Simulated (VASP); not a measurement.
# ZnO (zincite) (P6_3mc) in VASP: further runs, part 2 of 2

VASP 6.6.1. Earlier steps stand in the parts before.

### 3 Relaxation of shape and atoms at fixed volume, PBE

Input file INCAR:

```
  PREC = Accurate
  ENCUT = 600
  EDIFF = 1E-6
  ISMEAR = 0
  SIGMA = 0.05
  LREAL = False
  LASPH = True
  NELM = 100
  ALGO = Normal
  ISIF = 4
  LWAVE = False
  LCHARG = False
  GGA = PE
  IBRION = 2
  NSW = 60
  EDIFFG = -0.01
```

Input file KPOINTS:

```
Automatic mesh
0
Gamma
  12 12 8
```

Input file POSCAR:

```
ZnO
1.0
    3.2493080000      0.0000000000      0.0000000000
   -1.6246540000      2.8139832727      0.0000000000
    0.0000000000      0.0000000000      5.2057090000
Zn O
2 2
Direct
    0.3333333333      0.6666666667      0.5000000000
    0.6666666667      0.3333333333      0.0000000000
    0.6666666667      0.3333333333      0.3790100000
    0.3333333333      0.6666666667      0.8790100000
```

Potentials or basis: VASP PAW PBE potentials, release 64 (Zn, O).

Launch:

```bash
$ cat potpaw_PBE.64/Zn/POTCAR potpaw_PBE.64/O/POTCAR > POTCAR
$ mpirun -np 1 vasp_std > vasp.out
```

OUTCAR:

```text
PREC = Accurate
   ENCUT = 600
   EDIFF = 1E-6
   ISMEAR = 0
   LREAL = False
   LASPH = True
   NELM = 100
   ISIF = 4
   GGA = PE
   IBRION = 2
   NSW = 60
   EDIFFG = -0.01

 ion  position               nearest neighbor table
   1  0.333  0.667  0.500-   4 1.97   3 1.98   3 1.98   3 1.98
   2  0.667  0.333  0.000-   3 1.97   4 1.98   4 1.98   4 1.98
   3  0.667  0.333  0.379-   2 1.97   1 1.98   1 1.98   1 1.98
   4  0.333  0.667  0.879-   1 1.97   2 1.98   2 1.98   2 1.98

  LATTYP: Found a hexagonal cell.
 ALAT       =     3.2493080000
 C/A-ratio  =     1.6020977390

  Lattice vectors:

 A1 = (   3.2493080000,   0.0000000000,   0.0000000000)
 A2 = (  -1.6246540000,   2.8139832727,   0.0000000000)
 A3 = (   0.0000000000,   0.0000000000,   5.2057090000)

Analysis of symmetry for initial positions (statically):
=====================================================================
 Subroutine PRICEL returns:
 Original cell was already a primitive cell.

 Routine SETGRP: Setting up the symmetry group for a
 hexagonal supercell.

 Subroutine GETGRP returns: Found 12 space group operations
 (whereof  6 operations were pure point group operations)
 out of a pool of 24 trial point group operations.

The static configuration has the point symmetry C_3v.
 The point group associated with its full space group is C_6v.

Analysis of symmetry for dynamics (positions and initial velocities):
=====================================================================
 Subroutine PRICEL returns:
 Original cell was already a primitive cell.

 Routine SETGRP: Setting up the symmetry group for a
 hexagonal supercell.

 Subroutine GETGRP returns: Found 12 space group operations
 (whereof  6 operations were pure point group operations)
[... 125 lines left out ...]
   IMIX   =      4    mixing-type and parameters
     AMIX     =   0.40;   BMIX     =  1.00
     AMIX_MAG =   1.60;   BMIX_MAG =  1.00
  volume/ion in A,a.u.               =      11.90        80.30
  Fermi-wavevector in a.u.,A,eV,Ry     =   1.491574  2.818667 30.270160  2.224794
  Thomas-Fermi vector in A             =   2.604212
   LORBIT       =      0    0 simple, 1 ext, 2 COOP (PROOUT), +10 PAW based schemes
   GGA     = PE    functional components
   LHFCALC =     F    Hartree Fock is set to
   AEXX    =    0.0000 exact exchange contribution
   IVDW    =     0    specifies the selected vdW correction
   LEPSILON=     F    determine dielectric tensor
   LRPA    =     F    only Hartree local field effects (RPA)
 conjugate gradient relaxation of ions
 non-spin polarized calculation
 Gauss-broadening in eV      SIGMA  =   0.05
  energy-cutoff  :      600.00
  volume of cell :       47.60
 maximum number of plane-waves:      1617
 NGX is ok and might be reduce to    28

--------------------------------------- Ionic step        1  -------------------------------------------

 number of electron      36.0000008 magnetization

 Free energy of the ion-electron system (eV)
  ---------------------------------------------------
  ext. energy  EPLUGINS =         0.00000000
  ---------------------------------------------------
  free energy    TOTEN  =       -17.82650352 eV

  energy without entropy =      -17.82650352  energy(sigma->0) =      -17.82650352

------------------------ aborting loop because EDIFF is reached ----------------------------------------

  FORCE on cell =-STRESS in cart. coord.  units (eV):
  Direction    XX          YY          ZZ          XY          YZ          ZX
  --------------------------------------------------------------------------------------
  -------------------------------------------------------------------------------------
  Total        1.5589658      1.5589658      2.0817886      0.0000000     -0.0000000      0.0000000
  in kB       52.4752949     52.4752949     70.0736803      0.0000000     -0.0000000      0.0000000
  external PRESSURE =      58.3414233 kB  Pullay stress =       0.0000000 kB
[... 63 lines left out ...]
--------------------------------------- Ionic step        3  -------------------------------------------

 number of electron      36.0000009 magnetization

 Free energy of the ion-electron system (eV)
  ---------------------------------------------------
  ext. energy  EPLUGINS =         0.00000000
  ---------------------------------------------------
  free energy    TOTEN  =       -17.82770599 eV

  energy without entropy =      -17.82770599  energy(sigma->0) =      -17.82770599

 E-fermi :   1.4488     XC(G=0): -10.9115

 val. band max:        1.2053422918   @ k =   0.0000   0.0000   0.0000
 cond. band min:       1.9892327602   @ k =   0.0000   0.0000   0.0000
 fundamental gap:      0.7838904684
 Fermi energy:         1.4487667144

 k-point     1 :       0.0000    0.0000    0.0000
  band No.  band energies     occupation
      1     -16.8893      2.00000
      2     -16.1665      2.00000
      3      -4.4961      2.00000
      4      -4.4961      2.00000
      5      -4.4390      2.00000
      6      -4.4305      2.00000
[... 589 lines left out ...]
     21       9.4085      0.00000
     22      10.0481      0.00000

 [... further k-points ...]
[... 5 lines left out ...]
  --------------------------------------------------------------------------------------
  -------------------------------------------------------------------------------------
  Total        1.6938560      1.6938560      1.7227784      0.0000000      0.0000000      0.0000000
  in kB       57.0157440     57.0157440     57.9892801      0.0000000      0.0000000      0.0000000
  external PRESSURE =      57.3402561 kB  Pullay stress =       0.0000000 kB
[... 19 lines left out ...]
  FREE ENERGIE OF THE ION-ELECTRON SYSTEM (eV)
  ---------------------------------------------------
  free  energy   TOTEN  =       -17.8277059941 eV

  energy  without entropy=      -17.8277059941  energy(sigma->0) =      -17.82770599

 reached required accuracy - stopping structural energy minimisation
```

It took 88 s on 1 thread of Intel Xeon 6975P-C (Granite Rapids), shared host; peak memory 0.24 GiB.

What came out:

```yaml
Free_energy: -17.8277 eV
Energy_gained_by_relaxing: 0.3 meV/atom
Ionic_steps: 3
Pressure_after_relaxing: 5.7 GPa
Largest_force_after_relaxing: 0.009 eV/Å
Band_gap_on_the_k_mesh: 0.78 eV, direct
```

Forces in eV/Å, atoms in the order of the input:
```
Zn   0.000  0.000  0.009
Zn   0.000  0.000  0.009
O    0.000  0.000 -0.009
O    0.000  0.000 -0.009
```

Stress tensor (GPa, compression positive):
```
5.70 0.00 0.00
0.00 5.70 0.00
0.00 0.00 5.80
```

The path:
| step | energy change (eV) | largest force (eV/Å) | pressure (GPa) | volume (Å³) |
| --- | --- | --- | --- | --- |
| 1 | 0.0000 | 0.0740 | 5.83 | 47.60 |
| 2 | -0.0011 | 0.0373 | 5.80 | 47.60 |
| 3 | -0.0012 | 0.0088 | 5.73 | 47.60 |

Final structure:
```
Zn O
1.0
     3.24423    0.00000    0.00000
    -1.62212    2.80959    0.00000
     0.00000    0.00000    5.22201
Zn O
2 2
Direct
  0.33333 0.66667 0.49949
  0.66667 0.33333 0.99949
  0.66667 0.33333 0.37952
  0.33333 0.66667 0.87952
```

A k mesh can miss the band edges. As with any semilocal functional, this PBE gap is likely too small.

### 4 Single point, PBE

This run uses another cell than the first one: it holds 32 atoms, not 4.

Input file INCAR:

```
PREC     = Accurate       # precision mode
ENCUT    = 520            # plane-wave cutoff, eV
EDIFF    = 1E-6           # SCF threshold, eV
ISMEAR   = 0              # smearing method
SIGMA    = 0.01           # smearing width, eV
LREAL    = Auto         
LASPH    = True           # aspherical terms in the spheres
NELM     = 100            # most SCF steps
ALGO     = Normal         # electronic algorithm
ISIF     = 2              # what is computed and relaxed
LWAVE    = False          # write WAVECAR
LCHARG   = False          # write CHGCAR
GGA      = PE             # functional
NBANDS   = 166            # bands
```

Input file KPOINTS:

```
Automatic mesh
0
Gamma
  4 4 2
```

Input file POSCAR:

```
ZnO
1.0
    6.4839441384      0.0000000000      0.0000000000
   -3.2419720692      5.6152603406      0.0000000000
    0.0000000000      0.0000000000     10.4585891992
Zn O
16 16
Direct
    0.1666666667      0.3333333333      0.2499623292
    0.3333333333      0.1666666667      0.9999623292
    0.1666666667      0.3333333333      0.7499623292
    0.3333333333      0.1666666667      0.4999623292
    0.1666666667      0.8333333333      0.2499623292
    0.3333333333      0.6666666667      0.9999623292
    0.1666666667      0.8333333333      0.7499623292
    0.3333333333      0.6666666667      0.4999623292
    0.6666666667      0.3333333333      0.2499623292
    0.8333333333      0.1666666667      0.9999623292
    0.6666666667      0.3333333333      0.7499623292
    0.8333333333      0.1666666667      0.4999623292
    0.6666666667      0.8333333333      0.2499623292
    0.8333333333      0.6666666667      0.9999623292
    0.6666666667      0.8333333333      0.7499623292
    0.8333333333      0.6666666667      0.4999623292
    0.3333333333      0.1666666667      0.1895426708
    0.1666666667      0.3333333333      0.4395426708
    0.3333333333      0.1666666667      0.6895426708
    0.1666666667      0.3333333333      0.9395426708
    0.3333333333      0.6666666667      0.1895426708
    0.1666666667      0.8333333333      0.4395426708
    0.3333333333      0.6666666667      0.6895426708
    0.1666666667      0.8333333333      0.9395426708
    0.8333333333      0.1666666667      0.1895426708
    0.6666666667      0.3333333333      0.4395426708
    0.8333333333      0.1666666667      0.6895426708
    0.6666666667      0.3333333333      0.9395426708
    0.8333333333      0.6666666667      0.1895426708
    0.6666666667      0.8333333333      0.4395426708
    0.8333333333      0.6666666667      0.6895426708
    0.6666666667      0.8333333333      0.9395426708
```

Launch:

```bash
$ cat potpaw_PBE.64/Zn/POTCAR potpaw_PBE.64/O/POTCAR > POTCAR
$ mpirun -np 1 vasp_std > vasp.out
```

Wall time 8.3 min (1 thread of Intel Xeon 6975P-C (Granite Rapids), shared host); peak memory 0.61 GiB.

Results (log left out):

| Item | Value |
| --- | --- |
| Free energy | -142.6001 eV |
| Pressure | 6.0 GPa |
| Band gap on the k mesh | 0.78 eV |

Forces on the atoms (eV/Å):
```
Zn   0.000  0.000  0.002
Zn   0.000  0.000  0.002
Zn   0.000  0.000  0.002
Zn   0.000  0.000  0.002
Zn   0.000  0.000  0.002
Zn   0.000  0.000  0.002
Zn   0.000  0.000  0.002
Zn   0.000  0.000  0.002
Zn   0.000  0.000  0.002
Zn   0.000  0.000  0.002
Zn   0.000  0.000  0.002
Zn   0.000  0.000  0.002
Zn   0.000  0.000  0.002
Zn   0.000  0.000  0.002
Zn   0.000  0.000  0.002
Zn   0.000  0.000  0.002
O    0.000  0.000 -0.002
O    0.000  0.000 -0.002
O    0.000  0.000 -0.002
O    0.000  0.000 -0.002
O    0.000  0.000 -0.002
O    0.000  0.000 -0.002
O    0.000  0.000 -0.002
O    0.000  0.000 -0.002
O    0.000  0.000 -0.002
O    0.000  0.000 -0.002
O    0.000  0.000 -0.002
O    0.000  0.000 -0.002
O    0.000  0.000 -0.002
O    0.000  0.000 -0.002
O    0.000  0.000 -0.002
O    0.000  0.000 -0.002
```

Levels at points of the mesh, in eV from the valence-band top:
| k point | band 141 | band 142 | band 143 | band 144 | band 145 | band 146 | band 147 | band 148 |
| --- | --- | --- | --- | --- | --- | --- | --- | --- |
| (0.00, 0.00, 0.00) | -0.39 | -0.09 | 0.00 | 0.00 | 0.78 | 3.45 | 3.45 | 5.22 |
| (0.50, 0.00, 0.00) | -0.51 | -0.51 | -0.39 | -0.39 | 3.25 | 3.25 | 4.77 | 4.77 |
| (0.00, 0.00, 0.50) | -0.11 | -0.11 | -0.11 | -0.11 | 1.92 | 1.92 | 4.70 | 4.70 |
| (0.50, 0.00, 0.50) | -0.55 | -0.55 | -0.55 | -0.55 | 3.64 | 3.64 | 3.64 | 3.64 |

As with any semilocal functional, this PBE gap is likely too small.

### 5 The runs side by side

```csv
task,cell,k mesh,cutoff (eV),smearing,gap on the mesh (eV),pressure (GPa)
single point,"a = 3.242, b = 3.242, c = 5.229 Å, angles 90.0, 90.0, 120.0°, 4 atoms",12 × 12 × 8,520,gaussian 0.05 eV,0.78,6.0
relaxation of shape and atoms at fixed volume,"relaxed from a = 3.249, b = 3.249, c = 5.206 Å, angles 90.0, 90.0, 120.0°, 4 atoms",12 × 12 × 8,600,gaussian 0.05 eV,0.78,5.7
single point,"a = 6.484, b = 6.484, c = 10.459 Å, angles 90.0, 90.0, 120.0°, 32 atoms",4 × 4 × 2,520,gaussian 0.01 eV,0.78,6.0
```

Alike in all rows: level PBE; potentials or basis VASP PAW PBE potentials, release 64 (Zn, O); no spin polarisation.

Total energies depend on the potentials used, so only differences within one code and one set of settings carry meaning.
